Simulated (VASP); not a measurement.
# CsH3 (P-6m2) in VASP: single point with PBE

Aim: the single point of CsH3 with PBE.

All numbers are computed with VASP 6.6.1; they aren't measurements. Logs are shortened: lines on timing, memory, paths and dates and some standing lists are left out, and cuts for length are marked.

## (1) The cell of the first run

Symmetry: P-6m2, No. 187, hexagonal system. The conventional cell has a = 7.986 Å, b = 7.986 Å, c = 5.604 Å, α = 90.00°, β = 90.00°, γ = 120.00°. Cs (site symmetry -6m2) has 2 H at 2.80 Å within 3.7 Å. H (site symmetry 3m) has 1 H at 0.75 Å within 1.0 Å. H (site symmetry -6m2) has 2 Cs at 2.80 Å within 3.7 Å.

## (2) Single point, PBE

File POSCAR:

```
CsH3
1.0
    7.9858347212      0.0000000000      0.0000000000
   -3.9929173606      6.9159357390      0.0000000000
    0.0000000000      0.0000000000      5.6036977801
Cs H
1 3
Direct
    0.3333333333      0.6666666667      0.0000000000
    0.0000000000      0.0000000000      0.5669144196
    0.0000000000      0.0000000000      0.4330855804
    0.3333333333      0.6666666667      0.5000000000
```

File INCAR.step1:

```
PREC = Accurate
ENCUT = 520
EDIFF = 1E-6
ISMEAR = 0
SIGMA = 0.02
LREAL = False
LASPH = True
NELM = 80
ALGO = Normal
ISIF = 2
LWAVE = False
LCHARG = True
GGA = PE
NBANDS = 14
```

File KPOINTS.step1:

```
regular mesh
0
Gamma
  6 6 6
```

File INCAR.step2:

```
PREC = Accurate
ENCUT = 520
EDIFF = 1E-6
ISMEAR = -5
SIGMA = 0.02
LREAL = False
LASPH = True
NELM = 80
ALGO = Normal
ISIF = 2
LWAVE = False
LCHARG = False
GGA = PE
LORBIT = 11
NBANDS = 14
NEDOS = 1001
ICHARG = 11
```

File KPOINTS.step2:

```
regular mesh
0
Gamma
  9 9 9
```

Potentials or basis: VASP PAW PBE potentials, release 64 (Cs_sv, H).

Started as:

```bash
cat potpaw_PBE.64/Cs_sv/POTCAR potpaw_PBE.64/H/POTCAR > POTCAR
cp INCAR.step1 INCAR
cp KPOINTS.step1 KPOINTS
mpirun -np 1 vasp_std > vasp.out
cp INCAR.step2 INCAR
cp KPOINTS.step2 KPOINTS
mpirun -np 1 vasp_std > vasp.out
```

OUTCAR:

```text
PREC = Accurate
   ENCUT = 520
   EDIFF = 1E-6
   ISMEAR = -5
   LREAL = False
   LASPH = True
   NELM = 80
   ISIF = 2
   GGA = PE
   LORBIT = 11
   ICHARG = 11

 ion  position               nearest neighbor table
   1  0.333  0.667  0.000-
   2  0.000  0.000  0.567-   3 0.75
   3  0.000  0.000  0.433-   2 0.75
   4  0.333  0.667  0.500-

  LATTYP: Found a hexagonal cell.
 ALAT       =     7.9858347212
 C/A-ratio  =     0.7017047029

  Lattice vectors:

 A1 = (   7.9858347212,   0.0000000000,   0.0000000000)
 A2 = (  -3.9929173606,   6.9159357390,   0.0000000000)
 A3 = (   0.0000000000,   0.0000000000,   5.6036977801)

Analysis of symmetry for initial positions (statically):
=====================================================================
 Subroutine PRICEL returns:
 Original cell was already a primitive cell.

 Routine SETGRP: Setting up the symmetry group for a
 hexagonal supercell.

 Subroutine GETGRP returns: Found 12 space group operations
 (whereof 12 operations were pure point group operations)
 out of a pool of 24 trial point group operations.

The static configuration has the point symmetry D_3h.

Analysis of symmetry for dynamics (positions and initial velocities):
=====================================================================
 Subroutine PRICEL returns:
 Original cell was already a primitive cell.

 Routine SETGRP: Setting up the symmetry group for a
 hexagonal supercell.

 Subroutine GETGRP returns: Found 12 space group operations
 (whereof 12 operations were pure point group operations)
 out of a pool of 24 trial point group operations.

The dynamic configuration has the point symmetry D_3h.

 Subroutine INISYM returns: Found 12 space group operations
 (whereof 12 operations are pure point group operations),
 and found     1 'primitive' translations

----------------------------------------------------------------------------------------

                                     Primitive cell

  volume of cell :     309.4895

  direct lattice vectors                    reciprocal lattice vectors
     7.985834721  0.000000000  0.000000000     0.125221725  0.072296797  0.000000000
    -3.992917361  6.915935739  0.000000000     0.000000000  0.144593593  0.000000000
     0.000000000  0.000000000  5.603697780     0.000000000  0.000000000  0.178453592

  length of vectors
     7.985834721  7.985834721  5.603697780     0.144593593  0.144593593  0.178453592

  position of ions in fractional coordinates (direct lattice)
     0.333333333  0.666666667  0.000000000
     0.000000000  0.000000000  0.566914420
     0.000000000  0.000000000  0.433085580
     0.333333333  0.666666667  0.500000000

  ion indices of the primitive-cell ions
   primitive index   ion index
                 1           1
                 2           2
                 3           3
                 4           4

----------------------------------------------------------------------------------------

 KPOINTS: regular mesh

Automatic generation of k-mesh.
 Grid dimensions read from file:
 generate k-points for:    9    9    9

 Generating k-lattice:

  Cartesian coordinates                     Fractional coordinates (reciprocal lattice)
     0.013913525  0.008032977  0.000000000     0.111111111  0.000000000  0.000000000
     0.000000000  0.016065955  0.000000000     0.000000000  0.111111111  0.000000000
     0.000000000  0.000000000  0.019828177     0.000000000  0.000000000  0.111111111

  Length of vectors
     0.016065955  0.016065955  0.019828177

  Shift w.r.t. Gamma in fractional coordinates (k-lattice)
     0.000000000  0.000000000  0.000000000

 TETIRR: Found    699 inequivalent tetrahedra from     4374

 Subroutine IBZKPT returns following result:
 ===========================================

 Found     60 irreducible k-points:

 Following reciprocal coordinates:
            Coordinates               Weight
  0.000000  0.000000  0.000000      1.000000
  0.111111  0.000000  0.000000      6.000000
  0.222222 -0.000000  0.000000      6.000000
  0.333333  0.000000  0.000000      6.000000
  0.444444 -0.000000  0.000000      6.000000
  0.111111  0.111111  0.000000      6.000000
[... 16 lines left out ...]
  0.333333  0.222222  0.111111     24.000000
  0.333333  0.333333  0.111111      4.000000
 [... further k-points ...]
   k-points           NKPTS =     60   k-points in BZ     NKDIM =     60   number of bands    NBANDS=     14
   number of dos      NEDOS =   1001   number of ions     NIONS =      4
   total plane-waves  NPLWV = 151200
   dimension x,y,z NGX =    60 NGY =   60 NGZ =   42
   dimension x,y,z NGXF=   120 NGYF=  120 NGZF=   84
   ions per type =               1   3
   NGX,Y,Z   is equivalent  to a cutoff of  12.49, 12.49, 12.46 a.u.
   NGXF,Y,Z  is equivalent  to a cutoff of  24.98, 24.98, 24.92 a.u.
 SYSTEM =  unknown system
   PREC   = accura    normal or accurate (medium, high low for compatibility)
   ISTART =      0    job   : 0-new  1-cont  2-samecut
   ICHARG =     11    charge: 1-file 2-atom 10-const
   ISPIN  =      1    spin polarized calculation?
   LNONCOLLINEAR =      F non collinear calculations
   LSORBIT =      F    spin-orbit coupling
   LASPH  =      T    aspherical Exc in radial PAW
   ENCUT  =  520.0 eV  38.22 Ry    6.18 a.u.  14.85 14.85 10.42*2*pi/ulx,y,z
   NELM   =     80;   NELMIN=  2; NELMDL=  0     # of ELM steps
   EDIFF  = 0.1E-05   stopping-criterion for ELM
   LREAL  =      F    real-space projection
   EDIFFG = 0.1E-04   stopping-criterion for IOM
   NSW    =      0    number of steps for IOM
   IBRION =     -1    ionic relax: 0-MD 1-quasi-New 2-CG
   NFREE  =      0    steps in history (QN), initial steepest desc. (CG)
   ISIF   =      2    stress and relaxation
   ISYM   =      2    0-nonsym 1-usesym 2-fastsym
   POTIM  = 0.5000    time-step for ionic-motion
   TEBEG  =    0.0;   TEEND  =   0.0 temperature during run
   PSTRESS=    0.0 pullay stress
   NELECT =      12.0000    total number of electrons
   NUPDOWN=      -1.0000    fix difference up-down
   EMIN   =  10.00;   EMAX   =-10.00  energy-range for DOS
   EFERMI =   0.00;   METHOD = LEGACY
   ISMEAR =    -5;   SIGMA  =   0.02  broadening in eV -4-tet -1-fermi 0-gaus
   EFERMI_NEDOS =   21; number of points for ismear=-14 and -15
   IALGO  =     38    algorithm
   IMIX   =      4    mixing-type and parameters
     AMIX     =   0.40;   BMIX     =  1.00
     AMIX_MAG =   1.60;   BMIX_MAG =  1.00
  volume/ion in A,a.u.               =      77.37       522.13
  Fermi-wavevector in a.u.,A,eV,Ry     =   0.554098  1.047093  4.177323  0.307025
  Thomas-Fermi vector in A             =   1.587257
   LORBIT       =     11    0 simple, 1 ext, 2 COOP (PROOUT), +10 PAW based schemes
   GGA     = PE    functional components
   LHFCALC =     F    Hartree Fock is set to
   AEXX    =    0.0000 exact exchange contribution
   IVDW    =     0    specifies the selected vdW correction
   LEPSILON=     F    determine dielectric tensor
   LRPA    =     F    only Hartree local field effects (RPA)
 non-spin polarized calculation
 Fermi weights with tetrahedron method with Bloechl corrections
  energy-cutoff  :      520.00
  volume of cell :      309.49
 maximum number of plane-waves:      8366
 NGX is ok and might be reduce to    60

 number of electron      12.0000002 magnetization

 Free energy of the ion-electron system (eV)
  ---------------------------------------------------
  ext. energy  EPLUGINS =         0.00000000
  ---------------------------------------------------
  free energy    TOTEN  =       -10.60325178 eV

  energy without entropy =      -10.60325178  energy(sigma->0) =      -10.60325178

 E-fermi :  -1.9465     XC(G=0):  -3.1866

 val. band max:       -1.9540081826   @ k =   0.3333   0.3333   0.4444
 cond. band min:      -0.4124279836   @ k =   0.0000   0.0000   0.4444
 fundamental gap:      1.5415801990
 Fermi energy:        -1.9465399048

 k-point     1 :       0.0000    0.0000    0.0000
  band No.  band energies     occupation
      1     -24.3969      2.00000
      2     -11.3622      2.00000
      3     -11.3622      2.00000
      4     -10.9090      2.00000
      5      -9.4063      2.00000
      6      -2.9643      2.00000
      7      -0.3771      0.00000
      8       1.1042      0.00000
      9       1.1044      0.00000
     10       2.0112      0.00000
     11       2.0113      0.00000
     12       2.1553      0.00000
     13       2.8176      0.00000
     14       2.9575      0.00000

 k-point     2 :       0.1111    0.0000    0.0000
  band No.  band energies     occupation
      1     -24.3969      2.00000
      2     -11.3623      2.00000
      3     -11.3622      2.00000
      4     -10.9090      2.00000
      5      -9.4061      2.00000
      6      -2.9625      2.00000
      7      -0.3465      0.00000
      8       1.0433      0.00000
      9       1.1131      0.00000
     10       1.8942      0.00000
     11       2.0049      0.00000
     12       2.1375      0.00000
     13       2.9548      0.00000
     14       2.9619      0.00000

 k-point     3 :       0.2222   -0.0000    0.0000
  band No.  band energies     occupation
      1     -24.3969      2.00000
      2     -11.3627      2.00000
      3     -11.3623      2.00000
      4     -10.9090      2.00000
      5      -9.4058      2.00000
      6      -2.9579      2.00000
      7      -0.2567      0.00000
      8       0.8794      0.00000
      9       1.1354      0.00000
     10       1.6855      0.00000
     11       1.9898      0.00000
     12       2.0976      0.00000
     13       2.9363      0.00000
     14       3.0682      0.00000

 k-point     4 :       0.3333    0.0000    0.0000
  band No.  band energies     occupation
      1     -24.3969      2.00000
      2     -11.3631      2.00000
      3     -11.3624      2.00000
      4     -10.9090      2.00000
      5      -9.4055      2.00000
      6      -2.9526      2.00000
      7      -0.1154      0.00000
      8       0.6567      0.00000
      9       1.1611      0.00000
     10       1.5175      0.00000
     11       1.9745      0.00000
     12       2.0594      0.00000
     13       2.9186      0.00000
     14       3.1324      0.00000

 k-point     5 :       0.4444   -0.0000    0.0000
  band No.  band energies     occupation
      1     -24.3969      2.00000
      2     -11.3633      2.00000
      3     -11.3624      2.00000
      4     -10.9090      2.00000
      5      -9.4053      2.00000
      6      -2.9491      2.00000
      7       0.0443      0.00000
      8       0.4447      0.00000
      9       1.1781      0.00000
     10       1.4299      0.00000
     11       1.9656      0.00000
[... 276 lines left out ...]
 k-point    22 :       0.2222    0.2222    0.1111
  band No.  band energies     occupation
      1     -24.3967      2.00000
      2     -11.3625      2.00000
      3     -11.3620      2.00000
      4     -10.9235      2.00000
      5      -9.4039      2.00000
      6      -2.8507      2.00000
      7      -0.0056      0.00000
      8       0.6501      0.00000
      9       0.8869      0.00000
     10       1.7415      0.00000
     11       1.8045      0.00000
     12       2.0627      0.00000
     13       2.7712      0.00000
     14       3.1793      0.00000

 k-point    23 :       0.3333    0.2222    0.1111
  band No.  band energies     occupation
      1     -24.3967      2.00000
      2     -11.3626      2.00000
      3     -11.3621      2.00000
      4     -10.9235      2.00000
      5      -9.4038      2.00000
      6      -2.8479      2.00000
      7       0.1646      0.00000
      8       0.4926      0.00000
      9       0.7656      0.00000
     10       1.7333      0.00000
     11       1.8360      0.00000
     12       2.1045      0.00000
     13       2.6935      0.00000
     14       3.2632      0.00000

 k-point    24 :       0.3333    0.3333    0.1111
  band No.  band energies     occupation
      1     -24.3967      2.00000
      2     -11.3625      2.00000
      3     -11.3623      2.00000
      4     -10.9235      2.00000
      5      -9.4038      2.00000
      6      -2.8468      2.00000
      7       0.2587      0.00000
      8       0.5145      0.00000
      9       0.5871      0.00000
     10       1.7874      0.00000
     11       1.8188      0.00000
     12       2.1496      0.00000
     13       2.6530      0.00000
     14       3.3255      0.00000

 [... further k-points ...]
[... 5 lines left out ...]
  --------------------------------------------------------------------------------------
  -------------------------------------------------------------------------------------
  Total        0.0014777      0.0014777     -0.0267386      0.0000000      0.0000000      0.0000000
  in kB        0.0076501      0.0076501     -0.1384215      0.0000000      0.0000000      0.0000000
  external PRESSURE =      -0.0410405 kB  Pullay stress =       0.0000000 kB

 VOLUME and BASIS-vectors are now :
 -----------------------------------------------------------------------------
  energy-cutoff  :      520.00
  volume of cell :      309.49
      direct lattice vectors                 reciprocal lattice vectors
     7.985834721  0.000000000  0.000000000     0.125221725  0.072296797  0.000000000
    -3.992917361  6.915935739  0.000000000     0.000000000  0.144593593  0.000000000
     0.000000000  0.000000000  5.603697780     0.000000000  0.000000000  0.178453592

 POSITION                                       TOTAL-FORCE (eV/Angst)
 -----------------------------------------------------------------------------------
     -0.00000      4.61062      0.00000         0.000000     -0.000000     -0.000000
      0.00000      0.00000      3.17682        -0.000000      0.000000     -0.021706
      0.00000      0.00000      2.42688        -0.000000      0.000000      0.021706
     -0.00000      4.61062      2.80185        -0.000000     -0.000000     -0.000000
 -----------------------------------------------------------------------------------
    total drift:                                0.001034     -0.000597     -0.000000

  FREE ENERGIE OF THE ION-ELECTRON SYSTEM (eV)
  ---------------------------------------------------
  free  energy   TOTEN  =       -10.6032517805 eV

  energy  without entropy=      -10.6032517805  energy(sigma->0) =      -10.60325178

 total charge

# of ion       s       p       d       tot
------------------------------------------
    1        1.839   4.702   0.024   6.565
    2        0.607   0.028   0.000   0.635
    3        0.607   0.028   0.000   0.635
    4        0.484   0.000   0.000   0.484
--------------------------------------------------
tot          3.537   4.758   0.024   8.320
```

Run time: 7.6 min. Hardware: 1 thread of AMD EPYC 7R43 (Zen 3), shared host; peak memory 0.45 GiB.

Results:

* Valence electrons inside the program's atomic spheres: Cs 6.57; H 0.64, 0.48 (each value once)

Levels at points of the mesh, in eV from the valence-band top:
```
           k point  band 4  band 5  band 6  band 7  band 8  band 9
(0.00, 0.00, 0.00)   -8.96   -7.45   -1.01    1.58    3.06    3.06
```

Caveat: spin-orbit coupling is left out, which moves the levels of the heavy elements.
